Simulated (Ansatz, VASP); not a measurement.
## ScAl3: VASP beside Ansatz

POSCAR

```
ScAl3
1.0
    4.1123996599      0.0000000000      0.0000000000
    0.0000000000      4.1123996599      0.0000000000
    0.0000000000      0.0000000000      4.1123996599
Sc Al
1 3
Direct
    0.0000000000      0.0000000000      0.0000000000
    0.5000000000      0.0000000000      0.5000000000
    0.0000000000      0.5000000000      0.5000000000
    0.5000000000      0.5000000000      0.0000000000
```

File INCAR.step1:

```
SYSTEM = ScAl3
ALGO = Normal
EDIFF = 1E-4
ENCUT = 520
GGA = PE
ISMEAR = 0
LASPH = .TRUE.
LCHARG = .FALSE.
LREAL = .FALSE.
LWAVE = .TRUE.
NBANDS = 18
NELM = 60
PREC = Accurate
SIGMA = 0.05
```

The input INCAR.step2:

```
SYSTEM = ScAl3
ALGO = Normal
EDIFF = 1E-6
ENCUT = 520
ISIF = 2
ISMEAR = 0
ISTART = 1
LASPH = .TRUE.
LCHARG = .FALSE.
LMIXTAU = .TRUE.
LREAL = .FALSE.
LWAVE = .FALSE.
METAGGA = R2SCAN
NBANDS = 18
NELM = 60
PREC = Accurate
SIGMA = 0.05
```

The input KPOINTS:

```
k-points
0
G
  10 10 10
  0 0 0
```

Input for Ansatz:

```yaml
crystal:
  lattice:
    - [4.1123996599, 0.0, 0.0]
    - [0.0, 4.1123996599, 0.0]
    - [0.0, 0.0, 4.1123996599]
  atoms:
    - { symbol: Sc, position: [0.0, 0.0, 0.0] }
    - { symbol: Al, position: [0.5, 0.0, 0.5] }
    - { symbol: Al, position: [0.0, 0.5, 0.5] }
    - { symbol: Al, position: [0.5, 0.5, 0.0] }
basis:
  ecutwfc: 500
  ecutrho_ratio: 4
kpoints:
  mp_grid: { grid: [10, 10, 10] }
hamiltonian:
  xc: r2scan
scf:
  occupations: { method: gaussian, width: 0.05 }
output:
  forces: true
  stress: true
  eigenvalues: true
```

Alike in both runs: task single point; functional r2SCAN; k mesh 10 × 10 × 10; occupations gaussian, width 0.05 eV; no spin polarisation.

|  | VASP | Ansatz |
| --- | --- | --- |
| version | VASP 6.6.1 | Ansatz 0.2.0 |
| potentials or method | VASP PAW PBE potentials, release 64 (Sc_sv, Al), cutoff 520 eV | scalar-relativistic, plane waves, PAW |
| valence electrons in the cell | 20 | 20 |

```csv
,VASP,Ansatz,Ansatz less VASP
gap on the k mesh at the Fermi level (eV),none,none,-
pressure (GPa),-1.8,-1.8,+0.01
```

VASP's potentials were made for PBE, not for r2SCAN. A gap of «none» marks a metal or a gap that the smearing closes. With one functional, cell and mesh, what is left measures potentials, basis and numerics.
